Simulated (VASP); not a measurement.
A run of VASP 6.6.1:

INCAR

```
SYSTEM = Cl
ALGO = Normal ; EDIFF = 1E-8
ENCUT = 520 ; ISIF = 2
ISMEAR = 0 ; KPAR = 4
LASPH = .TRUE. ; LCALCEPS = .TRUE.
LCHARG = .FALSE. ; LMIXTAU = .TRUE.
LREAL = .FALSE. ; LWAVE = .FALSE.
METAGGA = R2SCAN ; NELM = 60
PREC = Accurate ; SIGMA = 0.01
```

The input KPOINTS:

```
k-points
0
G
  6 6 4
  0 0 0
```

The input POSCAR:

```
Cl
1.0
    3.1252368015     -2.0072452613      0.0000000000
    3.1252368015      2.0072452613      0.0000000000
    0.0000000000      0.0000000000      8.1465599039
Cl
4
Direct
    0.8756350160      0.1243649840      0.6074783242
    0.1243649840      0.8756350160      0.3925216758
    0.6243649840      0.3756350160      0.1074783242
    0.3756350160      0.6243649840      0.8925216758
```

Potentials or basis: VASP PAW PBE potentials, release 64 (Cl).

Command:

```sh
$ cat potpaw_PBE.64/Cl/POTCAR > POTCAR
$ mpirun -np 4 vasp_std > vasp.out
```

Hardware: 4 MPI ranks on AMD EPYC 7R43 64-Core Processor (Zen 3), on a shared host.

Estimate the wall time of this run.

It took 37 min on 4 MPI ranks on AMD EPYC 7R43 64-Core Processor (Zen 3) (shared host), peak memory 0.41 GiB a rank. Counts: scf iterations 114, k points 39.
